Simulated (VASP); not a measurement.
# C (P-3m1) in VASP: single point with r2SCAN

Aim: the single point of C with r2SCAN.

All numbers are computed with VASP 6.6.1; they aren't measurements. Logs are shortened: lines on timing, memory, paths and dates and some standing lists are left out, and cuts for length are marked.

## (1) The cell of the first run

The structure is trigonal, space group P-3m1 (No. 164). The conventional cell has a = 2.518 Å, b = 2.518 Å, c = 12.833 Å, α = 90.00°, β = 90.00°, γ = 120.00°. Within 2.1 Å of C (site symmetry 3m) lie 4 C at 1.54 Å. C (site symmetry 3m) has 4 C at 1.54 Å within 2.1 Å. Within 2.1 Å of C (site symmetry 3m) lie 4 C at 1.54 Å. C (site symmetry 3m) has 4 C at 1.54 Å within 2.1 Å. Within 2.1 Å of C (site symmetry 3m) lie 4 C at 1.54 Å. Within 2.1 Å of C (site symmetry 3m) lie 4 C at 1.54 to 2.04 Å.

## (2) Single point, r2SCAN (the distance across one plane changed)

Contents of POSCAR:

```
C
1.0
    1.7801417073     -1.7801417073      0.0000000000
    1.7801417073      0.0000000000     -1.7801417073
    7.4092419639      7.4092419639      7.4092419639
C
12
Direct
    0.6666666667      0.6666666667      0.2603132967
    0.0000000000      0.0000000000      0.1001402123
    0.3333333333      0.3333333333      0.4204863811
    0.6666666667      0.6666666667      0.7408325498
    1.0000000000      1.0000000000      0.5806594655
    0.3333333333      0.3333333333      0.9010056342
    0.6666666667      0.6666666667      0.3804431100
    1.0000000000      1.0000000000      0.2202700256
    0.3333333333      0.3333333333      0.5406161944
    0.6666666667      0.6666666667      0.8609623631
    0.0000000000      0.0000000000      0.7007892787
    0.3333333333      0.3333333333      0.0600969413
```

Contents of INCAR.step1:

```
SYSTEM = C
ALGO = Normal
EDIFF = 1E-5
ENCUT = 1430
GGA = PE
GGA_COMPAT = .False.
ISMEAR = 0
LASPH = .True.
LCHARG = .False.
LREAL = .False.
LWAVE = .True.
NBANDS = 36
NELM = 120
PREC = Accurate
SIGMA = 0.05
```

Contents of INCAR.step2:

```
SYSTEM = C
ALGO = Normal
EDIFF = 1E-6
ENCUT = 1430
GGA_COMPAT = .False.
ISIF = 2
ISMEAR = 0
ISTART = 1
LASPH = .True.
LCHARG = .False.
LMIXTAU = .True.
LREAL = .False.
LWAVE = .False.
METAGGA = R2SCAN
NBANDS = 36
NELM = 120
PREC = Accurate
SIGMA = 0.05
```

Contents of KPOINTS:

```
k-points
0
Gamma
  10 10 2
  0 0 0
```

Potentials or basis: VASP PAW PBE potentials, release 64 (C_h).

Run with:

```bash
$ cat potpaw_PBE.64/C_h/POTCAR > POTCAR
$ cp INCAR.step1 INCAR
$ mpirun -np 1 vasp_std > vasp.out
$ cp INCAR.step2 INCAR
$ mpirun -np 1 vasp_std > vasp.out
```

OUTCAR:

```text
SYSTEM = C
   EDIFF = 1E-6
   ENCUT = 1430
   ISIF = 2
   ISMEAR = 0
   ISTART = 1
   LASPH = .True.
   LREAL = .False.
   METAGGA = R2SCAN
   NELM = 120
   PREC = Accurate

 ion  position               nearest neighbor table
   1  0.667  0.667  0.260-
   2  0.000  0.000  0.100-
   3  0.333  0.333  0.420-
   4  0.667  0.667  0.741-
   5  0.000  0.000  0.581-
   6  0.333  0.333  0.901-
   7  0.667  0.667  0.380-
   8  0.000  0.000  0.220-
   9  0.333  0.333  0.541-
  10  0.667  0.667  0.861-
  11  0.000  0.000  0.701-
  12  0.333  0.333  0.060-

  LATTYP: Found a hexagonal cell.
 ALAT       =     2.5175005454
 C/A-ratio  =     5.0975891745

  Lattice vectors:

 A1 = (  -1.7801417073,   0.0000000000,   1.7801417073)
 A2 = (   1.7801417073,  -1.7801417073,   0.0000000000)
 A3 = (   7.4092419639,   7.4092419639,   7.4092419639)

Analysis of symmetry for initial positions (statically):
=====================================================================
 Subroutine PRICEL returns:
 Original cell was already a primitive cell.

 Routine SETGRP: Setting up the symmetry group for a
 hexagonal supercell.

 Subroutine GETGRP returns: Found 12 space group operations
 (whereof  6 operations were pure point group operations)
 out of a pool of 24 trial point group operations.

The static configuration has the point symmetry C_3v.
 The point group associated with its full space group is D_3d.

Analysis of symmetry for dynamics (positions and initial velocities):
=====================================================================
 Subroutine PRICEL returns:
 Original cell was already a primitive cell.

 Routine SETGRP: Setting up the symmetry group for a
 hexagonal supercell.

 Subroutine GETGRP returns: Found 12 space group operations
 (whereof  6 operations were pure point group operations)
 out of a pool of 24 trial point group operations.

The dynamic configuration has the point symmetry C_3v.
 The point group associated with its full space group is D_3d.

 Subroutine INISYM returns: Found 12 space group operations
 (whereof  6 operations are pure point group operations),
 and found     1 'primitive' translations

----------------------------------------------------------------------------------------

                                     Primitive cell

  volume of cell :      70.4375

  direct lattice vectors                    reciprocal lattice vectors
     1.780141707 -1.780141707  0.000000000     0.187251010 -0.374502021  0.187251010
     1.780141707  0.000000000 -1.780141707     0.187251010  0.187251010 -0.374502021
     7.409241964  7.409241964  7.409241964     0.044988858  0.044988858  0.044988858

  length of vectors
     2.517500545  2.517500545 12.833183527     0.458669429  0.458669429  0.077922988

  position of ions in fractional coordinates (direct lattice)
     0.666666667  0.666666667  0.260313297
     0.000000000  0.000000000  0.100140212
     0.333333333  0.333333333  0.420486381
     0.666666667  0.666666667  0.740832550
     0.000000000  0.000000000  0.580659465
     0.333333333  0.333333333  0.901005634
     0.666666667  0.666666667  0.380443110
     0.000000000  0.000000000  0.220270026
     0.333333333  0.333333333  0.540616194
     0.666666667  0.666666667  0.860962363
     0.000000000  0.000000000  0.700789279
     0.333333333  0.333333333  0.060096941

  ion indices of the primitive-cell ions
   primitive index   ion index
                 1           1
                 2           2
                 3           3
                 4           4
                 5           5
                 6           6
                 7           7
                 8           8
                 9           9
                10          10
                11          11
                12          12

----------------------------------------------------------------------------------------

 KPOINTS: k-points

Automatic generation of k-mesh.
 Grid dimensions read from file:
 generate k-points for:   10   10    2

 Generating k-lattice:

  Cartesian coordinates                     Fractional coordinates (reciprocal lattice)
     0.018725101 -0.037450202  0.018725101     0.100000000  0.000000000  0.000000000
     0.018725101  0.018725101 -0.037450202     0.000000000  0.100000000  0.000000000
     0.022494429  0.022494429  0.022494429     0.000000000  0.000000000  0.500000000

  Length of vectors
     0.045866943  0.045866943  0.038961494

  Shift w.r.t. Gamma in fractional coordinates (k-lattice)
     0.000000000  0.000000000  0.000000000

 Subroutine IBZKPT returns following result:
 ===========================================

 Found     28 irreducible k-points:

 Following reciprocal coordinates:
            Coordinates               Weight
  0.000000  0.000000  0.000000      1.000000
  0.100000  0.000000  0.000000      6.000000
  0.200000  0.000000  0.000000      6.000000
  0.300000  0.000000  0.000000      6.000000
  0.400000  0.000000  0.000000      6.000000
  0.500000  0.000000  0.000000      3.000000
[... 16 lines left out ...]
  0.400000  0.100000  0.500000     12.000000
  0.500000  0.100000  0.500000     12.000000
 [... further k-points ...]
   k-points           NKPTS =     28   k-points in BZ     NKDIM =     28   number of bands    NBANDS=     36
   number of dos      NEDOS =    301   number of ions     NIONS =     12
   total plane-waves  NPLWV = 163840
   dimension x,y,z NGX =    32 NGY =   32 NGZ =  160
   dimension x,y,z NGXF=    64 NGYF=   64 NGZF=  320
   ions per type =              12
   NGX,Y,Z   is equivalent  to a cutoff of  21.13, 21.13, 20.73 a.u.
   NGXF,Y,Z  is equivalent  to a cutoff of  42.26, 42.26, 41.45 a.u.
 SYSTEM =  C
   PREC   = accura    normal or accurate (medium, high low for compatibility)
   ISTART =      1    job   : 0-new  1-cont  2-samecut
   ICHARG =      0    charge: 1-file 2-atom 10-const
   ISPIN  =      1    spin polarized calculation?
   LNONCOLLINEAR =      F non collinear calculations
   LSORBIT =      F    spin-orbit coupling
   LASPH  =      T    aspherical Exc in radial PAW
   ENCUT  = 1430.0 eV 105.10 Ry   10.25 a.u.   7.76  7.76 39.57*2*pi/ulx,y,z
   NELM   =    120;   NELMIN=  2; NELMDL=  0     # of ELM steps
   EDIFF  = 0.1E-05   stopping-criterion for ELM
   LREAL  =      F    real-space projection
   EDIFFG = 0.1E-04   stopping-criterion for IOM
   NSW    =      0    number of steps for IOM
   IBRION =     -1    ionic relax: 0-MD 1-quasi-New 2-CG
   NFREE  =      0    steps in history (QN), initial steepest desc. (CG)
   ISIF   =      2    stress and relaxation
   ISYM   =      2    0-nonsym 1-usesym 2-fastsym
   POTIM  = 0.5000    time-step for ionic-motion
   TEBEG  =    0.0;   TEEND  =   0.0 temperature during run
   PSTRESS=    0.0 pullay stress
   NELECT =      48.0000    total number of electrons
   NUPDOWN=      -1.0000    fix difference up-down
   EMIN   =  10.00;   EMAX   =-10.00  energy-range for DOS
   EFERMI =   0.00;   METHOD = LEGACY
   ISMEAR =     0;   SIGMA  =   0.05  broadening in eV -4-tet -1-fermi 0-gaus
   EFERMI_NEDOS =   21; number of points for ismear=-14 and -15
   IALGO  =     38    algorithm
   IMIX   =      4    mixing-type and parameters
     AMIX     =   0.40;   BMIX     =  1.00
     AMIX_MAG =   1.60;   BMIX_MAG =  1.00
  volume/ion in A,a.u.               =       5.87        39.61
  Fermi-wavevector in a.u.,A,eV,Ry     =   1.440635  2.722405 28.237914  2.075428
  Thomas-Fermi vector in A             =   2.559357
   LORBIT       =      0    0 simple, 1 ext, 2 COOP (PROOUT), +10 PAW based schemes
   METAGGA = R2SCAN    functional components
   LHFCALC =     F    Hartree Fock is set to
   AEXX    =    0.0000 exact exchange contribution
   IVDW    =     0    specifies the selected vdW correction
   LEPSILON=     F    determine dielectric tensor
   LRPA    =     F    only Hartree local field effects (RPA)
 non-spin polarized calculation
 Gauss-broadening in eV      SIGMA  =   0.05
  energy-cutoff  :     1430.00
  volume of cell :       70.44
 maximum number of plane-waves:      8686
   NGX = 15   NGY = 15   NGZ = 79

 number of electron      48.0000000 magnetization

 Free energy of the ion-electron system (eV)
  ---------------------------------------------------
  ext. energy  EPLUGINS =         0.00000000
  ---------------------------------------------------
  free energy    TOTEN  =      -116.94800981 eV

  energy without entropy =     -116.94800981  energy(sigma->0) =     -116.94800981

 E-fermi :  10.8261     XC(G=0): -14.0545

 val. band max:       10.5190601893   @ k =   0.0000   0.0000   0.0000
 cond. band min:      13.7358187734   @ k =   0.5000   0.0000   0.0000
 fundamental gap:      3.2167585841
 Fermi energy:        10.8260656496

 k-point     1 :       0.0000    0.0000    0.0000
  band No.  band energies     occupation
      1     -12.3118      2.00000
      2     -11.6802      2.00000
      3     -10.9521      2.00000
      4      -9.4141      2.00000
      5      -8.5540      2.00000
      6      -6.6888      2.00000
[... 28 lines left out ...]
     35      18.9882      0.00000
     36      19.1578      0.00000

 k-point     2 :       0.1000    0.0000    0.0000
  band No.  band energies     occupation
      1     -12.0543      2.00000
      2     -11.4242      2.00000
      3     -10.6972      2.00000
      4      -9.1650      2.00000
      5      -8.3067      2.00000
      6      -6.4561      2.00000
[... 28 lines left out ...]
     35      19.1539      0.00000
     36      19.4936      0.00000
[... 817 lines left out ...]
     35      20.2766      0.00000
     36      21.0858      0.00000

 k-point    24 :       0.5000    0.1000    0.5000
  band No.  band energies     occupation
      1      -7.1440      2.00000
      2      -6.6951      2.00000
      3      -5.9374      2.00000
      4      -5.1931      2.00000
      5      -4.5104      2.00000
      6      -3.2934      2.00000
[... 28 lines left out ...]
     35      20.1864      0.00000
     36      21.2521      0.00000

 [... further k-points ...]

------------------------ aborting loop because EDIFF is reached ----------------------------------------

  FORCE on cell =-STRESS in cart. coord.  units (eV):
  Direction    XX          YY          ZZ          XY          YZ          ZX
  --------------------------------------------------------------------------------------
  -------------------------------------------------------------------------------------
  Total       -3.6636381     -3.6636381     -3.6636381     -2.7871585     -2.7871585     -2.7871585
  in kB      -83.3333731    -83.3333731    -83.3333731    -63.3969064    -63.3969064    -63.3969064
  external PRESSURE =     -83.3333731 kB  Pullay stress =       0.0000000 kB

 VOLUME and BASIS-vectors are now :
 -----------------------------------------------------------------------------
  energy-cutoff  :     1430.00
  volume of cell :       70.44
      direct lattice vectors                 reciprocal lattice vectors
     1.780141707 -1.780141707  0.000000000     0.187251010 -0.374502021  0.187251010
     1.780141707  0.000000000 -1.780141707     0.187251010  0.187251010 -0.374502021
     7.409241964  7.409241964  7.409241964     0.044988858  0.044988858  0.044988858

 POSITION                                       TOTAL-FORCE (eV/Angst)
 -----------------------------------------------------------------------------------
      4.30225      0.74196      0.74196        -0.032809     -0.032809     -0.032809
      0.74196      0.74196      0.74196        -1.344603     -1.344603     -1.344603
      4.30225      2.52210      2.52210        -0.003290     -0.003290     -0.003290
      7.86253      4.30225      4.30225        -0.144958     -0.144958     -0.144958
      4.30225      4.30225      4.30225        -0.010456     -0.010456     -0.010456
      7.86253      6.08239      6.08239         0.873735      0.873735      0.873735
      5.19232      1.63203      1.63203         0.010456      0.010456      0.010456
      1.63203      1.63203      1.63203         0.144958      0.144958      0.144958
      5.19232      3.41218      3.41218         0.003290      0.003290      0.003290
      8.75260      5.19232      5.19232         1.344603      1.344603      1.344603
      5.19232      5.19232      5.19232         0.032809      0.032809      0.032809
      1.63203     -0.14811     -0.14811        -0.873735     -0.873735     -0.873735
 -----------------------------------------------------------------------------------
    total drift:                                0.000026      0.000026      0.000026

  FREE ENERGIE OF THE ION-ELECTRON SYSTEM (eV)
  ---------------------------------------------------
  free  energy   TOTEN  =      -116.9480098107 eV

  energy  without entropy=     -116.9480098107  energy(sigma->0) =     -116.94800981
```

Run time: 13 min. Hardware: 1 thread of Intel Xeon Platinum 8488C (Sapphire Rapids), shared host; peak memory 0.54 GiB.

What came out:

- Free energy: -116.9480 eV
- Pressure: -8.3 GPa
- Largest force: 2.329 eV/Å
- Band gap on the k mesh: 3.22 eV (least direct gap 3.73 eV)

Forces on the atoms (eV/Å):
```
C   -0.033 -0.033 -0.033
C   -1.345 -1.345 -1.345
C   -0.003 -0.003 -0.003
C   -0.145 -0.145 -0.145
C   -0.010 -0.010 -0.010
C    0.874  0.874  0.874
C    0.010  0.010  0.010
C    0.145  0.145  0.145
C    0.003  0.003  0.003
C    1.345  1.345  1.345
C    0.033  0.033  0.033
C   -0.874 -0.874 -0.874
```

Stress tensor (GPa, compression positive):
```
-8.33 -6.34 -6.34
-6.34 -8.33 -6.34
-6.34 -6.34 -8.33
```

Levels at points of the mesh, in eV from the valence-band top:
| k point | band 20 | band 21 | band 22 | band 23 | band 24 | band 25 | band 26 | band 27 | band 28 | band 29 |
| --- | --- | --- | --- | --- | --- | --- | --- | --- | --- | --- |
| (0.00, 0.00, 0.00) | -0.91 | -0.91 | -0.31 | -0.31 | 0.00 | 3.73 | 5.93 | 5.93 | 6.90 | 6.95 |
| (0.50, 0.00, 0.00) | -4.65 | -4.57 | -4.05 | -3.33 | -2.58 | 3.22 | 4.91 | 5.20 | 5.94 | 6.09 |
| (0.00, 0.00, 0.50) | -1.13 | -0.67 | -0.67 | -0.44 | -0.44 | 4.15 | 6.03 | 6.03 | 6.52 | 6.69 |
| (0.50, 0.00, 0.50) | -4.84 | -3.96 | -3.75 | -3.47 | -2.85 | 3.34 | 5.01 | 5.16 | 5.95 | 6.14 |

Caveat: the cell differs from its parent crystal (the distance across one plane changed); the cell stands under tension; the PAW data sets were made with another functional, which shifts forces and pressure a little.
